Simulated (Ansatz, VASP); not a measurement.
SrTiO3: VASP beside Ansatz

Contents of INCAR:

```
PREC = Accurate
ENCUT = 520
EDIFF = 1E-7
ISMEAR = 0
SIGMA = 0.05
LREAL = F
LASPH = T
NELM = 60
ALGO = Normal
ISIF = 2
LWAVE = F
LCHARG = F
GGA = PS
NBANDS = 28
```

KPOINTS

```
Automatic mesh
0
Gamma
  8 8 8
```

File POSCAR:

```
SrTiO3
1.0
    3.9494869374      0.0000000000      0.0000000000
    0.0000000000      3.9494869374      0.0000000000
    0.0000000000      0.0000000000      3.9494869374
Sr Ti O
1 1 3
Direct
    0.0000000000      0.0000000000      0.0000000000
    0.5000000000      0.5000000000      0.5000000000
    0.0000000000      0.5000000000      0.5000000000
    0.5000000000      0.0000000000      0.5000000000
    0.5000000000      0.5000000000      0.0000000000
```

Input for Ansatz:

```yaml
crystal:
  lattice:
    - [3.9494869374, 0.0, 0.0]
    - [0.0, 3.9494869374, 0.0]
    - [0.0, 0.0, 3.9494869374]
  atoms:
    - { symbol: Sr, position: [0.0, 0.0, 0.0] }
    - { symbol: Ti, position: [0.5, 0.5, 0.5] }
    - { symbol: O, position: [0.0, 0.5, 0.5] }
    - { symbol: O, position: [0.5, 0.0, 0.5] }
    - { symbol: O, position: [0.5, 0.5, 0.0] }
basis:
  ecutwfc: 420
kpoints:
  mp_grid: { grid: [8, 8, 8] }
hamiltonian:
  xc: pbesol
scf:
  occupations: { method: gaussian, width: 0.05 }
output:
  forces: true
  stress: true
  eigenvalues: true
```

Change from the starting cell: strain +0.015 along x and y, +0.015 along z, atoms carried along.

Alike in both runs: task single point; functional PBEsol; k mesh 8 × 8 × 8; occupations gaussian, width 0.05 eV; no spin polarisation.

```csv
,VASP,Ansatz
version,VASP 6.6.1,Ansatz 0.2.0
potentials or method,"VASP PAW PBE potentials, release 64 (Sr_sv, Ti_sv, O), cutoff 520 eV","scalar-relativistic, plane waves, PAW"
valence electrons in the cell,40,40
```

|  | VASP | Ansatz | Ansatz less VASP |
| --- | --- | --- | --- |
| gap on the k mesh at the Fermi level (eV) | 1.74 | 1.77 | +0.030 |
| least direct gap on the mesh (eV) | 2.12 | 2.14 | +0.020 |
| pressure (GPa) | -6.9 | -7.5 | -0.59 |

VASP's potentials were made for PBE, not for PBEsol.
